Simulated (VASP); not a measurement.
# FePt (P4/mmm) in VASP: single point with LDA

Aim: the single point of FePt with LDA.

All numbers are computed with VASP 6.6.1; they aren't measurements. Logs are shortened: lines on timing, memory, paths and dates and some standing lists are left out, and cuts for length are marked.

## Step 1: The cell of the first run

The structure is tetragonal, space group P4/mmm (No. 123). The conventional cell has a = 2.722 Å, b = 2.722 Å, c = 3.700 Å, α = 90.00°, β = 90.00°, γ = 90.00°. Fe (site symmetry 4/mmm) has 8 Pt at 2.67 Å and 4 Fe at 2.72 Å within 3.5 Å. Within 3.5 Å of Pt (site symmetry 4/mmm) lie 8 Fe at 2.67 Å and 4 Pt at 2.72 Å.

## Step 2: Single point, LDA, collinear spin, ferromagnetic start

The input, INCAR:

```
SYSTEM = FePt
ALGO     = Normal         ! electronic algorithm
EDIFF    = 1E-6           ! SCF threshold, eV
ENCUT    = 690            ! plane-wave cutoff, eV
GGA      = CA             ! functional
GGA_COMPAT= .FALSE.      
ISIF     = 2              ! what is computed and relaxed
ISMEAR   = 0              ! smearing method
ISPIN    = 2              ! spin polarisation
LASPH    = .TRUE.         ! aspherical terms in the spheres
LCHARG   = .FALSE.        ! write CHGCAR
LMAXMIX  = 4              ! l up to which the mixer works
LORBIT   = 11             ! projections on sites
LREAL    = .FALSE.        ! projectors in reciprocal space
LWAVE    = .FALSE.        ! write WAVECAR
MAGMOM   = 2.5 0          ! initial moments
NBANDS   = 28             ! bands
NELM     = 200            ! most SCF steps
PREC     = Accurate       ! precision mode
SIGMA    = 0.05           ! smearing width, eV
```

The input, KPOINTS:

```
k-points
0
G
  12 12 10
  0 0 0
```

The input, POSCAR:

```
FePt
1.0
    2.7216546016      0.0000000000      0.0000000000
    0.0000000000      2.7216546016      0.0000000000
    0.0000000000      0.0000000000      3.7000008167
Fe Pt
1 1
Direct
    0.5000000000      0.5000000000      0.5000000000
    0.0000000000      0.0000000000      0.0000000000
```

Potentials or basis: VASP PAW LDA potentials, release 64 (Fe_sv, Pt_sv_GW).

Command:

```bash
$ cat potpaw_LDA.64/Fe_sv/POTCAR potpaw_LDA.64/Pt_sv_GW/POTCAR > POTCAR
$ mpirun -np 1 vasp_std > vasp.out
```

OUTCAR:

```text
SYSTEM = FePt
   EDIFF = 1E-6
   ENCUT = 690
   GGA = CA
   ISIF = 2
   ISMEAR = 0
   ISPIN = 2
   LASPH = .TRUE.
   LORBIT = 11
   LREAL = .FALSE.
   NELM = 200
   PREC = Accurate

 ion  position               nearest neighbor table
   1  0.500  0.500  0.500-   2 2.67   2 2.67   2 2.67   2 2.67   2 2.67   2 2.67   2 2.67   2 2.67

   2  0.000  0.000  0.000-   1 2.67   1 2.67   1 2.67   1 2.67   1 2.67   1 2.67   1 2.67   1 2.67

  LATTYP: Found a simple tetragonal cell.
 ALAT       =     2.7216546016
 C/A-ratio  =     1.3594674411

  Lattice vectors:

 A1 = (   2.7216546016,   0.0000000000,   0.0000000000)
 A2 = (   0.0000000000,   2.7216546016,   0.0000000000)
 A3 = (   0.0000000000,   0.0000000000,   3.7000008167)

Analysis of symmetry for initial positions (statically):
=====================================================================
 Subroutine PRICEL returns:
 Original cell was already a primitive cell.

 Routine SETGRP: Setting up the symmetry group for a
 simple tetragonal supercell.

 Subroutine GETGRP returns: Found 16 space group operations
 (whereof 16 operations were pure point group operations)
 out of a pool of 16 trial point group operations.

The static configuration has the point symmetry D_4h.

Analysis of symmetry for dynamics (positions and initial velocities):
=====================================================================
 Subroutine PRICEL returns:
 Original cell was already a primitive cell.

 Routine SETGRP: Setting up the symmetry group for a
 simple tetragonal supercell.

 Subroutine GETGRP returns: Found 16 space group operations
 (whereof 16 operations were pure point group operations)
 out of a pool of 16 trial point group operations.

The dynamic configuration has the point symmetry D_4h.

Analysis of structural, dynamic, and magnetic symmetry:
=====================================================================
 Subroutine PRICEL returns:
 Original cell was already a primitive cell.

 Routine SETGRP: Setting up the symmetry group for a
 simple tetragonal supercell.

 Subroutine GETGRP returns: Found 16 space group operations
 (whereof 16 operations were pure point group operations)
 out of a pool of 16 trial point group operations.

The overall configuration has the point symmetry D_4h.

 Subroutine INISYM returns: Found 16 space group operations
 (whereof 16 operations are pure point group operations),
 and found     1 'primitive' translations

----------------------------------------------------------------------------------------

                                     Primitive cell

  volume of cell :      27.4074

  direct lattice vectors                    reciprocal lattice vectors
     2.721654602  0.000000000  0.000000000     0.367423552  0.000000000  0.000000000
     0.000000000  2.721654602  0.000000000     0.000000000  0.367423552  0.000000000
     0.000000000  0.000000000  3.700000817     0.000000000  0.000000000  0.270270211

  length of vectors
     2.721654602  2.721654602  3.700000817     0.367423552  0.367423552  0.270270211

  position of ions in fractional coordinates (direct lattice)
     0.500000000  0.500000000  0.500000000
     0.000000000  0.000000000  0.000000000

  ion indices of the primitive-cell ions
   primitive index   ion index
                 1           1
                 2           2

----------------------------------------------------------------------------------------

 KPOINTS: k-points

Automatic generation of k-mesh.
 Grid dimensions read from file:
 generate k-points for:   12   12   10

 Generating k-lattice:

  Cartesian coordinates                     Fractional coordinates (reciprocal lattice)
     0.030618629  0.000000000  0.000000000     0.083333333  0.000000000  0.000000000
     0.000000000  0.030618629  0.000000000     0.000000000  0.083333333  0.000000000
     0.000000000  0.000000000  0.027027021     0.000000000  0.000000000  0.100000000

  Length of vectors
     0.030618629  0.030618629  0.027027021

  Shift w.r.t. Gamma in fractional coordinates (k-lattice)
     0.000000000  0.000000000  0.000000000

 Subroutine IBZKPT returns following result:
 ===========================================

 Found    168 irreducible k-points:

 Following reciprocal coordinates:
            Coordinates               Weight
  0.000000  0.000000  0.000000      1.000000
  0.083333  0.000000  0.000000      4.000000
  0.166667  0.000000  0.000000      4.000000
  0.250000  0.000000  0.000000      4.000000
  0.333333  0.000000  0.000000      4.000000
  0.416667  0.000000  0.000000      4.000000
[... 16 lines left out ...]
  0.333333  0.333333  0.000000      4.000000
  0.416667  0.333333  0.000000      8.000000
 [... further k-points ...]
   k-points           NKPTS =    168   k-points in BZ     NKDIM =    168   number of bands    NBANDS=     28
   number of dos      NEDOS =    301   number of ions     NIONS =      2
   total plane-waves  NPLWV =  18432
   dimension x,y,z NGX =    24 NGY =   24 NGZ =   32
   dimension x,y,z NGXF=    48 NGYF=   48 NGZF=   64
   ions per type =               1   1
   NGX,Y,Z   is equivalent  to a cutoff of  14.66, 14.66, 14.38 a.u.
   NGXF,Y,Z  is equivalent  to a cutoff of  29.32, 29.32, 28.76 a.u.
 SYSTEM =  FePt
   PREC   = accura    normal or accurate (medium, high low for compatibility)
   ISTART =      0    job   : 0-new  1-cont  2-samecut
   ICHARG =      2    charge: 1-file 2-atom 10-const
   ISPIN  =      2    spin polarized calculation?
   LNONCOLLINEAR =      F non collinear calculations
   LSORBIT =      F    spin-orbit coupling
   LASPH  =      T    aspherical Exc in radial PAW
   ENCUT  =  690.0 eV  50.71 Ry    7.12 a.u.   5.83  5.83  7.92*2*pi/ulx,y,z
   NELM   =    200;   NELMIN=  2; NELMDL= -5     # of ELM steps
   EDIFF  = 0.1E-05   stopping-criterion for ELM
   LREAL  =      F    real-space projection
   EDIFFG = 0.1E-04   stopping-criterion for IOM
   NSW    =      0    number of steps for IOM
   IBRION =     -1    ionic relax: 0-MD 1-quasi-New 2-CG
   NFREE  =      0    steps in history (QN), initial steepest desc. (CG)
   ISIF   =      2    stress and relaxation
   ISYM   =      2    0-nonsym 1-usesym 2-fastsym
   POTIM  = 0.5000    time-step for ionic-motion
   TEBEG  =    0.0;   TEEND  =   0.0 temperature during run
   PSTRESS=    0.0 pullay stress
   NELECT =      34.0000    total number of electrons
   NUPDOWN=      -1.0000    fix difference up-down
   EMIN   =  10.00;   EMAX   =-10.00  energy-range for DOS
   EFERMI =   0.00;   METHOD = LEGACY
   ISMEAR =     0;   SIGMA  =   0.05  broadening in eV -4-tet -1-fermi 0-gaus
   EFERMI_NEDOS =   21; number of points for ismear=-14 and -15
   IALGO  =     38    algorithm
   IMIX   =      4    mixing-type and parameters
     AMIX     =   0.40;   BMIX     =  1.00
     AMIX_MAG =   1.60;   BMIX_MAG =  1.00
  volume/ion in A,a.u.               =      13.70        92.48
  Fermi-wavevector in a.u.,A,eV,Ry     =   1.759051  3.324125 42.099987  3.094262
  Thomas-Fermi vector in A             =   2.828090
   LORBIT       =     11    0 simple, 1 ext, 2 COOP (PROOUT), +10 PAW based schemes
   GGA     = CA    functional components
   LHFCALC =     F    Hartree Fock is set to
   AEXX    =    0.0000 exact exchange contribution
   IVDW    =     0    specifies the selected vdW correction
   LEPSILON=     F    determine dielectric tensor
   LRPA    =     F    only Hartree local field effects (RPA)
 spin polarized calculation
 Gauss-broadening in eV      SIGMA  =   0.05
  energy-cutoff  :      690.00
  volume of cell :       27.41
 maximum number of plane-waves:      1160
 NGX is ok and might be reduce to    24
   NGX = 11   NGY = 11   NGZ = 15

 number of electron      33.9999976 magnetization       3.1852710

 Free energy of the ion-electron system (eV)
  ---------------------------------------------------
  ext. energy  EPLUGINS =         0.00000000
  ---------------------------------------------------
  free energy    TOTEN  =       -16.85511792 eV

  energy without entropy =      -16.85249797  energy(sigma->0) =      -16.85380795

 E-fermi :  10.6779     XC(G=0): -14.0186

 val. band max:       10.6756078915   @ k =   0.3333   0.1667   0.2000
 cond. band min:      10.6807492703   @ k =   0.4167   0.0833   0.4000
 fundamental gap:      0.0051413788
 Fermi energy:        10.6779311045

 spin component 1

 k-point     1 :       0.0000    0.0000    0.0000
  band No.  band energies     occupation
      1     -87.7505      1.00000
      2     -76.8475      1.00000
      3     -43.5514      1.00000
      4     -43.3018      1.00000
      5     -43.3018      1.00000
      6     -42.1019      1.00000
[... 20 lines left out ...]
     27      32.1201      0.00000
     28      32.1201      0.00000
[... 683 lines left out ...]
 k-point    24 :       0.4167    0.3333    0.0000
  band No.  band energies     occupation
      1     -87.7257      1.00000
      2     -76.8318      1.00000
      3     -43.5137      1.00000
      4     -43.3914      1.00000
      5     -43.3720      1.00000
      6     -42.2795      1.00000
[... 20 lines left out ...]
     27      31.6575      0.00000
     28      31.7522      0.00000

 [... further k-points ...]

 spin component 2

 k-point     1 :       0.0000    0.0000    0.0000
  band No.  band energies     occupation
      1     -87.5315      1.00000
      2     -73.8344      1.00000
      3     -41.8918      1.00000
      4     -41.7791      1.00000
      5     -41.7791      1.00000
      6     -40.5234      1.00000
[... 20 lines left out ...]
     27      32.3117      0.00000
     28      32.3117      0.00000
[... 683 lines left out ...]
 k-point    24 :       0.4167    0.3333    0.0000
  band No.  band energies     occupation
      1     -87.5066      1.00000
      2     -73.8167      1.00000
      3     -42.0460      1.00000
      4     -41.9857      1.00000
      5     -41.8155      1.00000
      6     -40.5339      1.00000
[... 20 lines left out ...]
     27      32.0720      0.00000
     28      32.2814      0.00000

 [... further k-points ...]

------------------------ aborting loop because EDIFF is reached ----------------------------------------

  FORCE on cell =-STRESS in cart. coord.  units (eV):
  Direction    XX          YY          ZZ          XY          YZ          ZX
  --------------------------------------------------------------------------------------
  -------------------------------------------------------------------------------------
  Total       -2.1870206     -2.1870206     -1.7244953      0.0000000      0.0000000      0.0000000
  in kB     -127.8484948   -127.8484948   -100.8102680      0.0000000      0.0000000      0.0000000
  external PRESSURE =    -118.8357525 kB  Pullay stress =       0.0000000 kB

 VOLUME and BASIS-vectors are now :
 -----------------------------------------------------------------------------
  energy-cutoff  :      690.00
  volume of cell :       27.41
      direct lattice vectors                 reciprocal lattice vectors
     2.721654602  0.000000000  0.000000000     0.367423552  0.000000000  0.000000000
     0.000000000  2.721654602  0.000000000     0.000000000  0.367423552  0.000000000
     0.000000000  0.000000000  3.700000817     0.000000000  0.000000000  0.270270211

 POSITION                                       TOTAL-FORCE (eV/Angst)
 -----------------------------------------------------------------------------------
      1.36083      1.36083      1.85000         0.000000      0.000000      0.000000
      0.00000      0.00000      0.00000         0.000000      0.000000      0.000000
 -----------------------------------------------------------------------------------
    total drift:                                0.000000      0.000000     -0.000000

  FREE ENERGIE OF THE ION-ELECTRON SYSTEM (eV)
  ---------------------------------------------------
  free  energy   TOTEN  =       -16.8551179222 eV

  energy  without entropy=      -16.8524979720  energy(sigma->0) =      -16.85380795

 total charge

# of ion       s       p       d       f       tot
--------------------------------------------------
    1        2.156   6.016   5.512   0.000  13.685
    2        4.457   6.101   7.831   0.019  18.406
--------------------------------------------------
tot          6.613  12.117  13.343   0.019  32.091

 magnetization (x)

# of ion       s       p       d       f       tot
--------------------------------------------------
    1        0.004   0.004   2.697   0.000   2.705
    2       -0.073  -0.010   0.435   0.002   0.354
--------------------------------------------------
tot         -0.069  -0.006   3.132   0.002   3.059
```

Wall time 1.8 min (1 thread of Intel Xeon 6975P-C (Granite Rapids), shared host); peak memory 0.39 GiB.

Results:

```
Free energy                                           : -16.8551 eV
Pressure                                              : -11.9 GPa
Net moment                                            : 3.19 μB per cell
Site moments                                          : Fe +2.71; Pt +0.35 μB
Valence electrons inside the program's atomic spheres : Fe 13.69; Pt 18.41
```

Stress tensor (GPa, compression positive):
```
-12.78   0.00   0.00
  0.00 -12.78   0.00
  0.00   0.00 -10.08
```

Levels at points of the mesh, in eV from the Fermi level:
Spin up:
| k point | band 17 | band 18 | band 19 | band 20 | band 21 | band 22 |
| --- | --- | --- | --- | --- | --- | --- |
| (0.00, 0.00, 0.00) | -0.38 | -0.17 | -0.17 | 2.38 | 10.06 | 11.63 |
| (0.50, 0.00, 0.00) | -1.82 | -1.60 | 0.42 | 2.08 | 10.66 | 10.77 |
| (0.50, 0.50, 0.00) | -0.19 | 0.59 | 1.60 | 1.60 | 7.73 | 10.19 |
| (0.00, 0.00, 0.50) | -2.00 | -2.00 | -1.47 | -0.80 | 15.77 | 15.81 |
| (0.50, 0.00, 0.50) | -0.56 | -0.46 | -0.29 | -0.25 | 4.86 | 6.99 |
| (0.50, 0.50, 0.50) | -0.74 | 0.59 | 7.00 | 7.00 | 7.82 | 8.49 |
Spin down:
```tsv
k point	band 14	band 15	band 16	band 17	band 18	band 19
(0.00, 0.00, 0.00)	-0.79	-0.72	0.53	1.56	1.71	1.71
(0.50, 0.00, 0.00)	-1.37	-1.15	-0.93	0.38	0.70	2.36
(0.50, 0.50, 0.00)	1.18	1.57	1.80	1.80	1.83	1.88
(0.00, 0.00, 0.50)	-1.91	-1.35	-0.57	0.09	0.44	0.44
(0.50, 0.00, 0.50)	-0.44	-0.28	-0.26	0.89	1.53	1.56
(0.50, 0.50, 0.50)	-1.35	-1.35	0.68	0.89	1.83	7.77
```

Caveat: the cell stands under tension; spin-orbit coupling is left out, which moves the levels of the heavy elements.
